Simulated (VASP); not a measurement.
Zr:

```
Zr
1.0
    -1.78554    1.78554    1.78554
     1.78554   -1.78554    1.78554
     1.78554    1.78554   -1.78554
Zr
1
Direct
  0.00000 0.00000 0.00000
```

Base run:

* Program: VASP 6.6.1
* Functional: PBEsol
* Potentials or basis: VASP PAW PBE potentials, release 64 (Zr_sv)
* Cutoff: 500 eV
* k mesh: 10 × 10 × 10
* Occupations: fermi-dirac, width 0.05 eV
* Spin: no spin polarisation

Its results: band gap on the k mesh zero (band 6 reaches 9.96 eV, above the bottom of band 7 at 8.19 eV); pressure -4.0 GPa.

Question: The run is repeated on the same cell with these changes: functional from PBEsol to LDA; potentials or basis from VASP PAW PBE potentials, release 64 (Zr_sv) to VASP PAW LDA potentials, release 64 (Zr_sv). What comes out?

Answer: Band gap on the k mesh zero (band 6 reaches 9.86 eV, above the bottom of band 7 at 8.15 eV); pressure -6.9 GPa.

Caveats: the PAW data sets were made with another functional, which shifts forces and pressure a little (some runs).
